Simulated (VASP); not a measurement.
# Cs (Pm-3m) in VASP: a series of runs, part 2 of 2

VASP 6.6.1.

### Step 3. Single point, LDA (106.27 Å³/atom)

This run uses another cell than the first one, of 106.27 Å³/atom.

The input, INCAR:

```
SYSTEM = Cs
ALGO = Normal
EDIFF = 1E-6
ENCUT = 520
GGA = CA
ISIF = 2
ISMEAR = -1
LASPH = .TRUE.
LCHARG = .FALSE.
LREAL = .FALSE.
LWAVE = .FALSE.
NBANDS = 10
NELM = 80
PREC = Accurate
SIGMA = 0.1
```

The input, KPOINTS:

```
k-points
0
G
  8 8 8
  0 0 0
```

The input, POSCAR:

```
Cs
1.0
    4.7366819425      0.0000000000      0.0000000000
    0.0000000000      4.7366819425      0.0000000000
    0.0000000000      0.0000000000      4.7366819425
Cs
1
Direct
    0.0000000000      0.0000000000      0.0000000000
```

Potentials or basis: VASP PAW LDA potentials, release 64 (Cs_sv).

Launch:

```console
> cat potpaw_LDA.64/Cs_sv/POTCAR > POTCAR
> mpirun -np 1 vasp_std > vasp.out
```

OUTCAR:

```text
SYSTEM = Cs
   EDIFF = 1E-6
   ENCUT = 520
   GGA = CA
   ISIF = 2
   ISMEAR = -1
   LASPH = .TRUE.
   LREAL = .FALSE.
   NELM = 80
   PREC = Accurate

 ion  position               nearest neighbor table
   1  0.000  0.000  0.000-

  LATTYP: Found a simple cubic cell.
 ALAT       =     4.7366819425

  Lattice vectors:

 A1 = (   4.7366819425,   0.0000000000,   0.0000000000)
 A2 = (   0.0000000000,   4.7366819425,   0.0000000000)
 A3 = (   0.0000000000,   0.0000000000,   4.7366819425)

Analysis of symmetry for initial positions (statically):
=====================================================================
 Subroutine PRICEL returns:
 Original cell was already a primitive cell.

 Routine SETGRP: Setting up the symmetry group for a
 simple cubic supercell.

 Subroutine GETGRP returns: Found 48 space group operations
 (whereof 48 operations were pure point group operations)
 out of a pool of 48 trial point group operations.

The static configuration has the point symmetry O_h .

Analysis of symmetry for dynamics (positions and initial velocities):
=====================================================================
 Subroutine PRICEL returns:
 Original cell was already a primitive cell.

 Routine SETGRP: Setting up the symmetry group for a
 simple cubic supercell.

 Subroutine GETGRP returns: Found 48 space group operations
 (whereof 48 operations were pure point group operations)
 out of a pool of 48 trial point group operations.

The dynamic configuration has the point symmetry O_h .

 Subroutine INISYM returns: Found 48 space group operations
 (whereof 48 operations are pure point group operations),
 and found     1 'primitive' translations

----------------------------------------------------------------------------------------

                                     Primitive cell

  volume of cell :     106.2729

  direct lattice vectors                    reciprocal lattice vectors
     4.736681942  0.000000000  0.000000000     0.211118249  0.000000000  0.000000000
     0.000000000  4.736681942  0.000000000     0.000000000  0.211118249  0.000000000
     0.000000000  0.000000000  4.736681942     0.000000000  0.000000000  0.211118249

  length of vectors
     4.736681942  4.736681942  4.736681942     0.211118249  0.211118249  0.211118249

  position of ions in fractional coordinates (direct lattice)
     0.000000000  0.000000000  0.000000000

  ion indices of the primitive-cell ions
   primitive index   ion index
                 1           1

----------------------------------------------------------------------------------------

 KPOINTS: k-points

Automatic generation of k-mesh.
 Grid dimensions read from file:
 generate k-points for:    8    8    8

 Generating k-lattice:

  Cartesian coordinates                     Fractional coordinates (reciprocal lattice)
     0.026389781  0.000000000  0.000000000     0.125000000  0.000000000  0.000000000
     0.000000000  0.026389781  0.000000000     0.000000000  0.125000000  0.000000000
     0.000000000  0.000000000  0.026389781     0.000000000  0.000000000  0.125000000

  Length of vectors
     0.026389781  0.026389781  0.026389781

  Shift w.r.t. Gamma in fractional coordinates (k-lattice)
     0.000000000  0.000000000  0.000000000

 Subroutine IBZKPT returns following result:
 ===========================================

 Found     35 irreducible k-points:

 Following reciprocal coordinates:
            Coordinates               Weight
  0.000000  0.000000  0.000000      1.000000
  0.125000  0.000000  0.000000      6.000000
  0.250000  0.000000  0.000000      6.000000
  0.375000  0.000000  0.000000      6.000000
  0.500000  0.000000  0.000000      3.000000
  0.125000  0.125000  0.000000     12.000000
[... 16 lines left out ...]
  0.375000  0.375000  0.125000     24.000000
  0.500000  0.375000  0.125000     24.000000
 [... further k-points ...]
   k-points           NKPTS =     35   k-points in BZ     NKDIM =     35   number of bands    NBANDS=     10
   number of dos      NEDOS =    301   number of ions     NIONS =      1
   total plane-waves  NPLWV =  46656
   dimension x,y,z NGX =    36 NGY =   36 NGZ =   36
   dimension x,y,z NGXF=    72 NGYF=   72 NGZF=   72
   ions per type =               1
   NGX,Y,Z   is equivalent  to a cutoff of  12.64, 12.64, 12.64 a.u.
   NGXF,Y,Z  is equivalent  to a cutoff of  25.27, 25.27, 25.27 a.u.
 SYSTEM =  Cs
   PREC   = accura    normal or accurate (medium, high low for compatibility)
   ISTART =      0    job   : 0-new  1-cont  2-samecut
   ICHARG =      2    charge: 1-file 2-atom 10-const
   ISPIN  =      1    spin polarized calculation?
   LNONCOLLINEAR =      F non collinear calculations
   LSORBIT =      F    spin-orbit coupling
   LASPH  =      T    aspherical Exc in radial PAW
   ENCUT  =  520.0 eV  38.22 Ry    6.18 a.u.   8.81  8.81  8.81*2*pi/ulx,y,z
   NELM   =     80;   NELMIN=  2; NELMDL= -5     # of ELM steps
   EDIFF  = 0.1E-05   stopping-criterion for ELM
   LREAL  =      F    real-space projection
   EDIFFG = 0.1E-04   stopping-criterion for IOM
   NSW    =      0    number of steps for IOM
   IBRION =     -1    ionic relax: 0-MD 1-quasi-New 2-CG
   NFREE  =      0    steps in history (QN), initial steepest desc. (CG)
   ISIF   =      2    stress and relaxation
   ISYM   =      2    0-nonsym 1-usesym 2-fastsym
   POTIM  = 0.5000    time-step for ionic-motion
   TEBEG  =    0.0;   TEEND  =   0.0 temperature during run
   PSTRESS=    0.0 pullay stress
   NELECT =       9.0000    total number of electrons
   NUPDOWN=      -1.0000    fix difference up-down
   EMIN   =  10.00;   EMAX   =-10.00  energy-range for DOS
   EFERMI =   0.00;   METHOD = LEGACY
   ISMEAR =    -1;   SIGMA  =   0.10  broadening in eV -4-tet -1-fermi 0-gaus
   EFERMI_NEDOS =   21; number of points for ismear=-14 and -15
   IALGO  =     38    algorithm
   IMIX   =      4    mixing-type and parameters
     AMIX     =   0.40;   BMIX     =  1.00
     AMIX_MAG =   1.60;   BMIX_MAG =  1.00
  volume/ion in A,a.u.               =     106.27       717.17
  Fermi-wavevector in a.u.,A,eV,Ry     =   0.718921  1.358565  7.032145  0.516848
  Thomas-Fermi vector in A             =   1.807984
   LORBIT       =      0    0 simple, 1 ext, 2 COOP (PROOUT), +10 PAW based schemes
   GGA     = CA    functional components
   LHFCALC =     F    Hartree Fock is set to
   AEXX    =    0.0000 exact exchange contribution
   IVDW    =     0    specifies the selected vdW correction
   LEPSILON=     F    determine dielectric tensor
   LRPA    =     F    only Hartree local field effects (RPA)
 non-spin polarized calculation
  energy-cutoff  :      520.00
  volume of cell :      106.27
 maximum number of plane-waves:      2897
 NGX is ok and might be reduce to    36
   NGX = 17   NGY = 17   NGZ = 17

 number of electron       8.9999996 magnetization

 Free energy of the ion-electron system (eV)
  ---------------------------------------------------
  ext. energy  EPLUGINS =         0.00000000
  ---------------------------------------------------
  free energy    TOTEN  =        -0.91033112 eV

  energy without entropy =       -0.87051804  energy(sigma->0) =       -0.89042458

 E-fermi :   0.5242     XC(G=0):  -5.7336

 val. band max:        0.4589477705   @ k =   0.3750   0.2500   0.1250
 cond. band min:       0.6136013857   @ k =   0.5000   0.1250   0.1250
 fundamental gap:      0.1546536151
 Fermi energy:         0.5241868238

 k-point     1 :       0.0000    0.0000    0.0000
  band No.  band energies     occupation
      1     -23.4239      2.00000
      2     -10.1058      2.00000
      3     -10.1058      2.00000
      4     -10.1058      2.00000
      5      -1.2478      2.00000
      6       1.7348      0.00001
      7       1.7348      0.00001
      8       5.1287      0.00000
      9       5.1287      0.00000
     10       5.1287      0.00000
[... 287 lines left out ...]
 k-point    24 :       0.5000    0.3750    0.1250
  band No.  band energies     occupation
      1     -23.3962      2.00000
      2     -10.3500      2.00000
      3     -10.3068      2.00000
      4     -10.0994      2.00000
      5       0.8574      0.06900
      6       1.6158      0.00004
      7       2.5266      0.00000
      8       2.7522      0.00000
      9       3.9587      0.00000
     10       4.1061      0.00000

 [... further k-points ...]

------------------------ aborting loop because EDIFF is reached ----------------------------------------

  FORCE on cell =-STRESS in cart. coord.  units (eV):
  Direction    XX          YY          ZZ          XY          YZ          ZX
  --------------------------------------------------------------------------------------
  -------------------------------------------------------------------------------------
  Total       -0.0128785     -0.0128785     -0.0128785      0.0000000     -0.0000000     -0.0000000
  in kB       -0.1941569     -0.1941569     -0.1941569      0.0000000     -0.0000000     -0.0000000
  external PRESSURE =      -0.1941569 kB  Pullay stress =       0.0000000 kB

 VOLUME and BASIS-vectors are now :
 -----------------------------------------------------------------------------
  energy-cutoff  :      520.00
  volume of cell :      106.27
      direct lattice vectors                 reciprocal lattice vectors
     4.736681942  0.000000000  0.000000000     0.211118249  0.000000000  0.000000000
     0.000000000  4.736681942  0.000000000     0.000000000  0.211118249  0.000000000
     0.000000000  0.000000000  4.736681942     0.000000000  0.000000000  0.211118249

 POSITION                                       TOTAL-FORCE (eV/Angst)
 -----------------------------------------------------------------------------------
      0.00000      0.00000      0.00000         0.000000      0.000000      0.000000
 -----------------------------------------------------------------------------------
    total drift:                               -0.000000     -0.000000     -0.000000

  FREE ENERGIE OF THE ION-ELECTRON SYSTEM (eV)
  ---------------------------------------------------
  free  energy   TOTEN  =        -0.9103311179 eV

  energy  without entropy=       -0.8705180405  energy(sigma->0) =       -0.89042458
```

stdout:

```text
POSCAR found type information on POSCAR Cs
 POSCAR found :  1 types and       1 ions
 scaLAPACK will be used
 LDA part: xc-table for (Slater(with rela. corr.)+CA(PZ))
 , standard interpolation
 POSCAR, INCAR and KPOINTS ok, starting setup
 FFT: planning ... GRIDC
 FFT: planning ... GRID_SOFT
 FFT: planning ... GRID
 WAVECAR not read
 entering main loop
```

Wall time 8.5 s (1 thread of AMD EPYC 9R45 (Zen 5), shared host); peak memory 0.15 GiB.

What came out:

- Free energy: -0.9103 eV
- Pressure: 0.0 GPa
- Band gap on the k mesh: zero (an odd number of electrons rules out a gap without spin polarisation)

Caveat: spin-orbit coupling is left out, which moves the levels of the heavy elements.

### Step 4. Single point, LDA (110.52 Å³/atom)

This run uses another cell than the first one, of 110.52 Å³/atom.

The input, INCAR:

```
SYSTEM = Cs
PREC = Accurate ; ENCUT = 520
EDIFF = 1E-7 ; ISMEAR = -1
SIGMA = 0.1 ; LREAL = .FALSE.
LASPH = .TRUE. ; NELM = 80
ALGO = Normal ; ISIF = 2
LWAVE = .FALSE. ; LCHARG = .FALSE.
GGA = CA ; NBANDS = 10
```

The input, KPOINTS:

```
Automatic mesh
0
G
  8 8 8
  0 0 0
```

The input, POSCAR:

```
Cs
1.0
    4.7990138529      0.0000000000      0.0000000000
    0.0000000000      4.7990138529      0.0000000000
    0.0000000000      0.0000000000      4.7990138529
Cs
1
Direct
    0.0000000000      0.0000000000      0.0000000000
```

Launch:

```console
> cat potpaw_LDA.64/Cs_sv/POTCAR > POTCAR
> mpirun -np 1 vasp_std > vasp.out
```

It took 9.2 s on 1 thread of AMD EPYC 9R45 (Zen 5), shared host; peak memory 0.15 GiB.

The run converged. Its results:

- Free energy: -0.9091 eV
- Pressure: -0.1 GPa
- Band gap on the k mesh: zero (an odd number of electrons rules out a gap without spin polarisation)

Levels at points of the mesh, in eV from the Fermi level:
| k point | band 1 | band 2 | band 3 | band 4 | band 5 | band 6 | band 7 | band 8 | band 9 |
| --- | --- | --- | --- | --- | --- | --- | --- | --- | --- |
| (0.00, 0.00, 0.00) | -23.96 | -10.65 | -10.65 | -10.65 | -1.73 | 1.23 | 1.23 | 4.50 | 4.50 |
| (0.50, 0.00, 0.00) | -23.95 | -10.90 | -10.63 | -10.63 | -0.27 | 0.57 | 1.67 | 2.92 | 2.92 |
| (0.50, 0.50, 0.00) | -23.93 | -10.87 | -10.87 | -10.61 | 0.24 | 1.13 | 2.25 | 2.25 | 3.30 |
| (0.50, 0.50, 0.50) | -23.92 | -10.84 | -10.84 | -10.84 | 1.00 | 1.00 | 1.00 | 3.21 | 4.24 |

Caveat: spin-orbit coupling is left out, which moves the levels of the heavy elements.

### Step 5. Single point, LDA (114.77 Å³/atom)

This run uses another cell than the first one, of 114.77 Å³/atom.

The input, INCAR:

```
ALGO     = Normal         # electronic algorithm
EDIFF    = 1E-6           # SCF threshold, eV
ENCUT    = 520            # plane-wave cutoff, eV
ISIF     = 2              # what is computed and relaxed
ISMEAR   = -1             # smearing method
LASPH    = T              # aspherical terms in the spheres
LCHARG   = F              # write CHGCAR
LREAL    = F              # projectors in reciprocal space
LWAVE    = F              # write WAVECAR
NBANDS   = 10             # bands
NELM     = 80             # most SCF steps
PREC     = Accurate       # precision mode
SIGMA    = 0.1            # smearing width, eV
```

The input, KPOINTS:

```
k-points
0
Gamma
  8 8 8
```

The input, POSCAR:

```
Cs
1.0
    4.8597673132      0.0000000000      0.0000000000
    0.0000000000      4.8597673132      0.0000000000
    0.0000000000      0.0000000000      4.8597673132
Cs
1
Direct
    0.0000000000      0.0000000000      0.0000000000
```

Launch:

```console
> cat potpaw_LDA.64/Cs_sv/POTCAR > POTCAR
> mpirun -np 1 vasp_std > vasp.out
```

It took 8.6 s on 1 thread of AMD EPYC 9R45 (Zen 5), shared host; peak memory 0.15 GiB.

Results (log left out):

| Item | Value |
| --- | --- |
| Free energy | -0.9062 eV |
| Pressure | -0.1 GPa |
| Band gap on the k mesh | zero (an odd number of electrons rules out a gap without spin polarisation) |

Levels at points of the mesh, in eV from the Fermi level:
```
           k point  band 1  band 2  band 3  band 4  band 5  band 6  band 7  band 8
(0.00, 0.00, 0.00)  -23.97  -10.67  -10.67  -10.67   -1.69    1.25    1.25    4.40
(0.50, 0.00, 0.00)  -23.96  -10.90  -10.65  -10.65   -0.27    0.55    1.67    2.89
(0.50, 0.50, 0.00)  -23.95  -10.87  -10.87  -10.63    0.29    1.11    2.18    2.18
(0.50, 0.50, 0.50)  -23.94  -10.84  -10.84  -10.84    1.03    1.03    1.03    3.19
```

Caveat: spin-orbit coupling is left out, which moves the levels of the heavy elements.

### Step 6. Overview

```tsv
cell	gap on the mesh (eV)	pressure (GPa)
a = 4.673 Å, 1 atom	none	0.1
a = 4.737 Å, 1 atom	none	0.0
a = 4.799 Å, 1 atom	none	-0.1
a = 4.860 Å, 1 atom	none	-0.1
```

Alike in all rows: task single point; level LDA; potentials or basis VASP PAW LDA potentials, release 64 (Cs_sv); no spin polarisation; k mesh 8 × 8 × 8; cutoff (eV) 520; smearing fermi-dirac 0.1 eV.

Caveats: spin-orbit coupling is left out, which moves the levels of the heavy elements.

Absolute energies hang on the potentials; compare differences alone.

The gap in the log of VASP goes by the Fermi energy; the results here count the filled bands.